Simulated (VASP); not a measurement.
# PbSe (F-43m) in VASP: single point with HSE06

Aim: the single point of PbSe with HSE06.

Everything below comes from runs of VASP 6.6.1. Logs are shortened: lines on timing, memory, paths and dates and some standing lists are left out, and cuts for length are marked.

**1. The cell of the first run**

It takes space group F-43m (No. 216, cubic). The conventional cell has a = 6.855 Å, b = 6.855 Å, c = 6.855 Å, α = 90.00°, β = 90.00°, γ = 90.00°. Pb (site symmetry -43m) has 4 Se at 2.97 Å within 3.9 Å. Within 3.9 Å of Se (site symmetry -43m) lie 4 Pb at 2.97 Å.

**2. Single point, HSE06**

The input, POSCAR:

```
PbSe
1.0
    0.0000000000      3.4275367590      3.4275367590
    3.4275367590      0.0000000000      3.4275367590
    3.4275367590      3.4275367590      0.0000000000
Pb Se
1 1
Direct
    0.0000000000      0.0000000000      0.0000000000
    0.2500000000      0.2500000000      0.2500000000
```

The input, INCAR.step1:

```
SYSTEM = PbSe
PREC     = Accurate       ! precision mode
ENCUT    = 520            ! plane-wave cutoff, eV
EDIFF    = 1E-5           ! SCF threshold, eV
ISMEAR   = -1             ! smearing method
SIGMA    = 0.02           ! smearing width, eV
LREAL    = .FALSE.        ! projectors in reciprocal space
LASPH    = .TRUE.         ! aspherical terms in the spheres
NELM     = 80             ! most SCF steps
ALGO     = Normal         ! electronic algorithm
ISIF     = 2              ! what is computed and relaxed
LWAVE    = .TRUE.         ! write WAVECAR
GGA      = PE             ! functional
NBANDS   = 17             ! bands
```

The input, INCAR.step2:

```
SYSTEM = PbSe
PREC     = Accurate       ! precision mode
ENCUT    = 520            ! plane-wave cutoff, eV
EDIFF    = 1E-6           ! SCF threshold, eV
ISMEAR   = -1             ! smearing method
SIGMA    = 0.02           ! smearing width, eV
LREAL    = .FALSE.        ! projectors in reciprocal space
LASPH    = .TRUE.         ! aspherical terms in the spheres
NELM     = 80             ! most SCF steps
ALGO     = Normal         ! electronic algorithm
ISIF     = 2              ! what is computed and relaxed
LWAVE    = .FALSE.        ! write WAVECAR
LCHARG   = .TRUE.         ! write CHGCAR
GGA      = PE             ! functional
LHFCALC  = .TRUE.         ! exact exchange
HFSCREEN = 0.2079         ! screening, 1/A
PRECFOCK = Normal       
LELF     = .TRUE.         ! ELF
LVHAR    = .TRUE.       
ISTART   = 1            
NBANDS   = 17             ! bands
```

The input, KPOINTS:

```
Automatic mesh
0
G
  4 4 4
  0 0 0
```

Potentials or basis: VASP PAW PBE potentials, release 64 (Pb_d, Se).

Launch:

```sh
cat potpaw_PBE.64/Pb_d/POTCAR potpaw_PBE.64/Se/POTCAR > POTCAR
cp INCAR.step1 INCAR
mpirun -np 1 vasp_std > vasp.out
cp INCAR.step2 INCAR
mpirun -np 1 vasp_std > vasp.out
```

OUTCAR:

```text
SYSTEM = PbSe
   PREC = Accurate
   ENCUT = 520
   EDIFF = 1E-6
   ISMEAR = -1
   LREAL = .FALSE.
   LASPH = .TRUE.
   NELM = 80
   ISIF = 2
   GGA = PE
   LHFCALC = .TRUE.
   HFSCREEN = 0.2079
   PRECFOCK = Normal
   ISTART = 1

 ion  position               nearest neighbor table
   1  0.000  0.000  0.000-   2 2.97   2 2.97   2 2.97   2 2.97
   2  0.250  0.250  0.250-   1 2.97   1 2.97   1 2.97   1 2.97

  LATTYP: Found a face centered cubic cell.
 ALAT       =     6.8550735180

  Lattice vectors:

 A1 = (   0.0000000000,   3.4275367590,   3.4275367590)
 A2 = (   3.4275367590,   0.0000000000,   3.4275367590)
 A3 = (   3.4275367590,   3.4275367590,   0.0000000000)

Analysis of symmetry for initial positions (statically):
=====================================================================
 Subroutine PRICEL returns:
 Original cell was already a primitive cell.

 Routine SETGRP: Setting up the symmetry group for a
 face centered cubic supercell.

 Subroutine GETGRP returns: Found 24 space group operations
 (whereof 24 operations were pure point group operations)
 out of a pool of 48 trial point group operations.

The static configuration has the point symmetry T_d .

Analysis of symmetry for dynamics (positions and initial velocities):
=====================================================================
 Subroutine PRICEL returns:
 Original cell was already a primitive cell.

 Routine SETGRP: Setting up the symmetry group for a
 face centered cubic supercell.

 Subroutine GETGRP returns: Found 24 space group operations
 (whereof 24 operations were pure point group operations)
 out of a pool of 48 trial point group operations.

The dynamic configuration has the point symmetry T_d .

 Subroutine INISYM returns: Found 24 space group operations
 (whereof 24 operations are pure point group operations),
 and found     1 'primitive' translations

----------------------------------------------------------------------------------------

                                     Primitive cell

  volume of cell :      80.5335

  direct lattice vectors                    reciprocal lattice vectors
     0.000000000  3.427536759  3.427536759    -0.145877356  0.145877356  0.145877356
     3.427536759  0.000000000  3.427536759     0.145877356 -0.145877356  0.145877356
     3.427536759  3.427536759  0.000000000     0.145877356  0.145877356 -0.145877356

  length of vectors
     4.847268970  4.847268970  4.847268970     0.252666992  0.252666992  0.252666992

  position of ions in fractional coordinates (direct lattice)
     0.000000000  0.000000000  0.000000000
     0.250000000  0.250000000  0.250000000

  ion indices of the primitive-cell ions
   primitive index   ion index
                 1           1
                 2           2

----------------------------------------------------------------------------------------

 KPOINTS: Automatic mesh

Automatic generation of k-mesh.
 Grid dimensions read from file:
 generate k-points for:    4    4    4

 Generating k-lattice:

  Cartesian coordinates                     Fractional coordinates (reciprocal lattice)
    -0.036469339  0.036469339  0.036469339     0.250000000  0.000000000  0.000000000
     0.036469339 -0.036469339  0.036469339     0.000000000  0.250000000  0.000000000
     0.036469339  0.036469339 -0.036469339     0.000000000  0.000000000  0.250000000

  Length of vectors
     0.063166748  0.063166748  0.063166748

  Shift w.r.t. Gamma in fractional coordinates (k-lattice)
     0.000000000  0.000000000  0.000000000

 Subroutine IBZKPT returns following result:
 ===========================================

 Found      8 irreducible k-points:

 Following reciprocal coordinates:
            Coordinates               Weight
  0.000000  0.000000  0.000000      1.000000
  0.250000  0.000000  0.000000      8.000000
  0.500000  0.000000  0.000000      4.000000
  0.250000  0.250000  0.000000      6.000000
  0.500000  0.250000  0.000000     24.000000
 -0.250000  0.250000  0.000000     12.000000
  0.500000  0.500000  0.000000      3.000000
 -0.250000  0.500000  0.250000      6.000000
   k-points           NKPTS =      8   k-points in BZ     NKDIM =     64   number of bands    NBANDS=     17
   number of dos      NEDOS =    301   number of ions     NIONS =      2
   total plane-waves  NPLWV =  46656
   dimension x,y,z NGX =    36 NGY =   36 NGZ =   36
   dimension x,y,z NGXF=    72 NGYF=   72 NGZF=   72
   ions per type =               1   1
   NGX,Y,Z   is equivalent  to a cutoff of  12.35, 12.35, 12.35 a.u.
   NGXF,Y,Z  is equivalent  to a cutoff of  24.69, 24.69, 24.69 a.u.
 SYSTEM =  PbSe
   PREC   = accura    normal or accurate (medium, high low for compatibility)
   ISTART =      1    job   : 0-new  1-cont  2-samecut
   ICHARG =      0    charge: 1-file 2-atom 10-const
   ISPIN  =      1    spin polarized calculation?
   LNONCOLLINEAR =      F non collinear calculations
   LSORBIT =      F    spin-orbit coupling
   LASPH  =      T    aspherical Exc in radial PAW
   ENCUT  =  520.0 eV  38.22 Ry    6.18 a.u.   9.01  9.01  9.01*2*pi/ulx,y,z
   NELM   =     80;   NELMIN=  2; NELMDL=  0     # of ELM steps
   EDIFF  = 0.1E-05   stopping-criterion for ELM
   LREAL  =      F    real-space projection
   EDIFFG = 0.1E-04   stopping-criterion for IOM
   NSW    =      0    number of steps for IOM
   IBRION =     -1    ionic relax: 0-MD 1-quasi-New 2-CG
   NFREE  =      0    steps in history (QN), initial steepest desc. (CG)
   ISIF   =      2    stress and relaxation
   ISYM   =      3    0-nonsym 1-usesym 2-fastsym
   POTIM  = 0.5000    time-step for ionic-motion
   TEBEG  =    0.0;   TEEND  =   0.0 temperature during run
   PSTRESS=    0.0 pullay stress
   NELECT =      20.0000    total number of electrons
   NUPDOWN=      -1.0000    fix difference up-down
   EMIN   =  10.00;   EMAX   =-10.00  energy-range for DOS
   EFERMI =   0.00;   METHOD = LEGACY
   ISMEAR =    -1;   SIGMA  =   0.02  broadening in eV -4-tet -1-fermi 0-gaus
   EFERMI_NEDOS =   21; number of points for ismear=-14 and -15
   IALGO  =     38    algorithm
   IMIX   =      1    mixing-type and parameters
     AMIX     =   0.40;   BMIX     =  1.00
     AMIX_MAG =   1.60;   BMIX_MAG =  1.00
  volume/ion in A,a.u.               =      40.27       271.73
  Fermi-wavevector in a.u.,A,eV,Ry     =   1.029025  1.944576 14.407114  1.058893
  Thomas-Fermi vector in A             =   2.163052
   LORBIT       =      0    0 simple, 1 ext, 2 COOP (PROOUT), +10 PAW based schemes
   GGA     = PE    functional components
   LHFCALC =     T    Hartree Fock is set to
   PRECFOCK=normal    Normal, Fast or Accurate (Low or Medium for compatibility)
   ENCUT4O =  -1.0   cutoff for four orbital integrals eV
   NKREDX  =     1    reduce k-point grid by
   NKREDY  =     1    reduce k-point grid by
   NKREDZ  =     1    reduce k-point grid by
   AEXX    =    0.2500 exact exchange contribution
   HFSCREEN=    0.2079 screening length (either q_TF or 0.3 A-1)
   HFSCREENC=   0.2079 screening length for correlation (either q_TF or 0.3 A-1)
   ENCUTFOCK=  -1.0 apply spherical cutoff to Coloumb kernel
   IVDW    =     0    specifies the selected vdW correction
   LEPSILON=     F    determine dielectric tensor
   LRPA    =     F    only Hartree local field effects (RPA)
 non-spin polarized calculation
  energy-cutoff  :      520.00
  volume of cell :       80.53
 maximum number of plane-waves:      2200
  NGX = 28; NGY = 28; NGZ = 28

 number of electron      20.0000004 magnetization

 Free energy of the ion-electron system (eV)
  ---------------------------------------------------
  ext. energy  EPLUGINS =         0.00000000
  ---------------------------------------------------
  free energy    TOTEN  =        -9.31310216 eV

  energy without entropy =       -9.31310216  energy(sigma->0) =       -9.31310216

 E-fermi :   2.4788     XC(G=0):  -6.4837

 val. band max:        2.0049468298   @ k =  -0.2500   0.5000   0.2500
 cond. band min:       3.0877696247   @ k =   0.5000   0.5000   0.0000
 fundamental gap:      1.0828227949
 Fermi energy:         2.4788052822

 k-point     1 :       0.0000    0.0000    0.0000
  band No.  band energies     occupation
      1     -16.5708      2.00000
      2     -16.5708      2.00000
      3     -16.5708      2.00000
      4     -16.5338      2.00000
      5     -16.5338      2.00000
      6     -12.0891      2.00000
[... 9 lines left out ...]
     16      10.9766      0.00000
     17      11.7333      0.00000

 k-point     2 :       0.2500    0.0000    0.0000
  band No.  band energies     occupation
      1     -16.5837      2.00000
      2     -16.5660      2.00000
      3     -16.5660      2.00000
      4     -16.5334      2.00000
      5     -16.5334      2.00000
      6     -11.7965      2.00000
[... 9 lines left out ...]
     16      10.0948      0.00000
     17      11.1998      0.00000

 k-point     3 :       0.5000    0.0000    0.0000
  band No.  band energies     occupation
      1     -16.5964      2.00000
      2     -16.5623      2.00000
      3     -16.5623      2.00000
      4     -16.5319      2.00000
      5     -16.5319      2.00000
      6     -11.4400      2.00000
[... 9 lines left out ...]
     16      11.1441      0.00000
     17      11.1441      0.00000

 k-point     4 :       0.2500    0.2500    0.0000
  band No.  band energies     occupation
      1     -16.5938      2.00000
      2     -16.5606      2.00000
      3     -16.5606      2.00000
      4     -16.5372      2.00000
      5     -16.5310      2.00000
      6     -11.6940      2.00000
[... 9 lines left out ...]
     16      11.5580      0.00000
     17      13.2451      0.00000

 k-point     5 :       0.5000    0.2500    0.0000
  band No.  band energies     occupation
      1     -16.6045      2.00000
      2     -16.5575      2.00000
      3     -16.5558      2.00000
      4     -16.5367      2.00000
      5     -16.5304      2.00000
      6     -11.3225      2.00000
[... 9 lines left out ...]
     16      11.5262      0.00000
     17      12.1781      0.00000

 k-point     6 :      -0.2500    0.2500    0.0000
  band No.  band energies     occupation
      1     -16.5971      2.00000
      2     -16.5604      2.00000
      3     -16.5603      2.00000
      4     -16.5339      2.00000
      5     -16.5328      2.00000
      6     -11.4514      2.00000
[... 9 lines left out ...]
     16      10.9026      0.00000
     17      12.1884      0.00000

 k-point     7 :       0.5000    0.5000    0.0000
  band No.  band energies     occupation
      1     -16.6155      2.00000
      2     -16.5502      2.00000
      3     -16.5502      2.00000
      4     -16.5410      2.00000
      5     -16.5281      2.00000
      6     -11.1891      2.00000
[... 9 lines left out ...]
     16      12.5897      0.00000
     17      12.7151      0.00000

 k-point     8 :      -0.2500    0.5000    0.2500
  band No.  band energies     occupation
      1     -16.6082      2.00000
      2     -16.5581      2.00000
      3     -16.5510      2.00000
      4     -16.5369      2.00000
      5     -16.5312      2.00000
      6     -11.1839      2.00000
[... 9 lines left out ...]
     16      12.0115      0.00000
     17      12.1538      0.00000

------------------------ aborting loop because EDIFF is reached ----------------------------------------

  FORCE on cell =-STRESS in cart. coord.  units (eV):
  Direction    XX          YY          ZZ          XY          YZ          ZX
  --------------------------------------------------------------------------------------
  -------------------------------------------------------------------------------------
  Total       -0.0477889     -0.0477889     -0.0477889     -0.0000000      0.0000000     -0.0000000
  in kB       -0.9507389     -0.9507389     -0.9507389     -0.0000000      0.0000000     -0.0000000
  external PRESSURE =      -0.9507389 kB  Pullay stress =       0.0000000 kB

 VOLUME and BASIS-vectors are now :
 -----------------------------------------------------------------------------
  energy-cutoff  :      520.00
  volume of cell :       80.53
      direct lattice vectors                 reciprocal lattice vectors
     0.000000000  3.427536759  3.427536759    -0.145877356  0.145877356  0.145877356
     3.427536759  0.000000000  3.427536759     0.145877356 -0.145877356  0.145877356
     3.427536759  3.427536759  0.000000000     0.145877356  0.145877356 -0.145877356

 POSITION                                       TOTAL-FORCE (eV/Angst)
 -----------------------------------------------------------------------------------
      0.00000      0.00000      0.00000        -0.000000     -0.000000     -0.000000
      1.71377      1.71377      1.71377         0.000000      0.000000      0.000000
 -----------------------------------------------------------------------------------
    total drift:                               -0.000004      0.000012      0.000003

  FREE ENERGIE OF THE ION-ELECTRON SYSTEM (eV)
  ---------------------------------------------------
  free  energy   TOTEN  =        -9.3131021553 eV

  energy  without entropy=       -9.3131021553  energy(sigma->0) =       -9.31310216
```

Wall time 19 min (1 thread of AMD EPYC 7R43 (Zen 3), shared host); peak memory 0.28 GiB.

What came out:

```yaml
Free_energy: -9.3131 eV
Pressure: -0.1 GPa
Band_gap_on_the_k_mesh: 1.08 eV (least direct gap 1.66 eV)
```

Caveat: the structure was generated, so it needn't be the stable form of PbSe; the PAW data sets were made with another functional, which shifts forces and pressure a little; spin-orbit coupling is left out, which moves the levels of the heavy elements.
